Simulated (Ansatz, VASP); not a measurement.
## One calculation of SnSe2, two programs

```xyz
3
Lattice="3.8632 0.0000 0.0000 -1.9316 3.3456 0.0000 0.0000 0.0000 5.9722" Properties=species:S:1:pos:R:3 pbc="T T T"
Sn    0.0000    0.0000    0.0000
Se    0.0000    2.2304    1.4931
Se    1.9316    1.1152    4.4792
```

Alike in both runs: task single point; functional r2SCAN; k mesh 12 × 12 × 6; occupations gaussian, width 0.05 eV; no spin polarisation.

```csv
,VASP,Ansatz
version,VASP 6.6.1,Ansatz 0.2.0
potentials or method,"VASP PAW PBE potentials, release 64 (Sn_d, Se), cutoff 520 eV","scalar-relativistic, plane waves, PAW"
valence electrons in the cell,26,46
```

|  | VASP | Ansatz | Ansatz less VASP |
| --- | --- | --- | --- |
| gap on the k mesh at the Fermi level (eV) | 0.80 | 0.80 | +0.002 |
| least direct gap on the mesh (eV) | 1.04 | 1.04 | +0.008 |
| pressure (GPa) | 3.3 | 3.2 | -0.07 |
| traceless stress, the component that is largest in VASP (GPa) | 2.47 | 2.47 | +0.009 |
| rms of the force components (eV/Å) | 0.316 | 0.309 | -0.0070 |

VASP's potentials were made for PBE, not for r2SCAN. Atom by atom the forces differ by 0.007 eV/Å (rms over components). With one functional, cell and mesh, what is left measures potentials, basis and numerics. VASP's potentials hold 26 valence electrons a cell and Ansatz's 46, so a difference there can come from the potentials and not from the codes.
